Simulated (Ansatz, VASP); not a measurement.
# BN in VASP and in Ansatz

The input INCAR:

```
SYSTEM = BN
PREC = Accurate
ENCUT = 520
EDIFF = 1E-6
ISMEAR = 0
SIGMA = 0.05
LREAL = .False.
LASPH = .True.
NELM = 100
ALGO = Normal
ISIF = 2
LWAVE = .False.
LCHARG = .False.
GGA = PS
NBANDS = 16
```

Contents of KPOINTS:

```
Automatic mesh
0
Gamma
  12 12 6
  0 0 0
```

Contents of POSCAR:

```
BN
1.0
    2.2666213965      0.0000000000      0.0000000000
   -1.1333106983      1.9629517101      0.0000000000
    0.0000000000      0.0000000000      4.2268550000
B N
2 2
Direct
    0.6666666667      0.3333333333      0.9997240000
    0.3333333333      0.6666666667      0.4997240000
    0.6666666667      0.3333333333      0.6252760000
    0.3333333333      0.6666666667      0.1252760000
```

Input for Ansatz:

```yaml
crystal:
  lattice:
    - [2.2666213965, 0.0, 0.0]
    - [-1.1333106983, 1.9629517101, 0.0]
    - [0.0, 0.0, 4.226855]
  atoms:
    - { symbol: B, position: [0.6666666667, 0.3333333333, 0.999724] }
    - { symbol: B, position: [0.3333333333, 0.6666666667, 0.499724] }
    - { symbol: "N", position: [0.6666666667, 0.3333333333, 0.625276] }
    - { symbol: "N", position: [0.3333333333, 0.6666666667, 0.125276] }
basis:
  ecutwfc: 650.0
kpoints:
  mp_grid: { grid: [12, 12, 6] }
hamiltonian:
  xc: pbesol
scf:
  occupations: { method: gaussian, width: 0.05 }
output:
  forces: true
  stress: true
  eigenvalues: true
```

Change from the starting cell: strain -0.1125 x Voigt [1, 1, 0, 0, 0, 0], atoms carried along.

Alike in both runs: task single point; functional PBEsol; k mesh 12 × 12 × 6; occupations gaussian, width 0.05 eV; no spin polarisation.

|  | VASP | Ansatz |
| --- | --- | --- |
| version | VASP 6.6.1 | Ansatz 0.2.0 |
| potentials or method | VASP PAW PBE potentials, release 64 (B, N), cutoff 520 eV | scalar-relativistic, plane waves, PAW |
| valence electrons in the cell | 16 | 16 |

```tsv
	VASP	Ansatz	Ansatz less VASP
gap on the k mesh at the Fermi level (eV)	3.78	3.81	+0.029
least direct gap on the mesh (eV)	5.22	5.24	+0.014
pressure (GPa)	139.8	138.3	-1.53
traceless stress, the component that is largest in VASP (GPa)	-125.07	-124.26	+0.811
rms of the force components (eV/Å)	0.823	0.805	-0.0187
```

VASP's potentials were made for PBE, not for PBEsol. Atom by atom the forces differ by 0.019 eV/Å (rms over components). Both programs put the cell under a high pressure, so it lies far from rest at this level. With one functional, cell and mesh, what is left measures potentials, basis and numerics.

Noted on VASP's run: the cell as given lies far from equilibrium.
